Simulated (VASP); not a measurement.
Input of a VASP 6.6.1 run:

The input INCAR:

```
SYSTEM = BN
PREC = Accurate ; ENCUT = 600
EDIFF = 1E-6 ; ISMEAR = 1
SIGMA = 0.05 ; LREAL = .FALSE.
LASPH = .TRUE. ; NELM = 120
ALGO = Normal ; ISIF = 2
LWAVE = .FALSE. ; LCHARG = .FALSE.
GGA = PE ; NBANDS = 16
GGA_COMPAT = .FALSE.
```

Contents of KPOINTS:

```
Automatic mesh
0
G
  6 6 3
  0 0 0
```

File POSCAR:

```
BN
1.0
    2.5360000000      0.0000000000      0.0000000000
   -1.2680000000      2.1962400000      0.0000000000
    0.0000000000      0.0000000000      4.1990000000
B N
2 2
Direct
    0.6666666667      0.3333333333      0.0000000000
    0.3333333333      0.6666666667      0.5000000000
    0.6666666667      0.3333333333      0.3750000000
    0.3333333333      0.6666666667      0.8750000000
```

Potentials or basis: VASP PAW PBE potentials, release 64 (B, N).

Launch:

```console
$ cat potpaw_PBE.64/B/POTCAR potpaw_PBE.64/N/POTCAR > POTCAR
$ mpirun -np 1 vasp_std > vasp.out
```

Problem. Estimate the band gap on the k mesh.

Solution. 5.20 eV, indirect (least direct gap 8.39 eV).

Problem. Predict the pressure.

Solution. 8.0 GPa.

Problem. Predict the largest force.

Solution. 0.055 eV/Å.

Stress tensor (GPa, compression positive):
```
8.44 0.00 0.00
0.00 8.44 0.00
0.00 0.00 7.21
```

Caveat: the k points lie up to 0.50 Å⁻¹ apart. A k mesh can miss the band edges.
